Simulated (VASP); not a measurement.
A run of VASP 6.6.1 is set up as follows.

INCAR

```
ALGO = Normal
EDIFF = 1E-7
ENCUT = 520
GGA = PE
ISIF = 2
ISMEAR = 1
LASPH = True
LCHARG = True
LELF = True
LREAL = False
LVHAR = True
LWAVE = False
NBANDS = 32
NELM = 100
PREC = Accurate
SIGMA = 0.0665
```

KPOINTS

```
k-points
0
Gamma
  3 3 3
```

POSCAR

```
ZnSb2Te4
1.0
    0.0000000000      6.2524540000      0.0000000000
    6.2524540000      0.0000000000      0.0000000000
    3.1262270000      3.1262270000     -6.2504110000
Sb Zn Te
2 1 4
Direct
    0.5000000000      0.5000000000      0.0000000000
    0.7500000000      0.2500000000      0.5000000000
    0.0000000000      0.0000000000      0.0000000000
    0.3750000000      0.3750000000      0.7500000000
    0.6250000000      0.1250000000      0.2500000000
    0.8750000000      0.8750000000      0.7500000000
    0.1250000000      0.6250000000      0.2500000000
```

Potentials or basis: VASP PAW PBE potentials, release 64 (Sb, Zn, Te).

Run with:

```sh
$ cat potpaw_PBE.64/Sb/POTCAR potpaw_PBE.64/Zn/POTCAR potpaw_PBE.64/Te/POTCAR > POTCAR
$ mpirun -np 1 vasp_std > vasp.out
```

Q: What does it give for the band gap on the k mesh?

A: 0.08 eV.

Q: Predict the largest force.

A: 2.476 eV/Å.

Stress tensor (GPa, compression positive):
```
10.07  0.00  0.00
 0.00 10.07  0.00
 0.00  0.00 11.73
```

Caveat: the cell stands under pressure; spin-orbit coupling is left out, which moves the levels of the heavy elements; an odd mesh through Γ misses points on the zone boundary, where band edges can lie; forces of over 1 eV/Å act on the atoms, so gaps and moduli don't describe the material at rest.
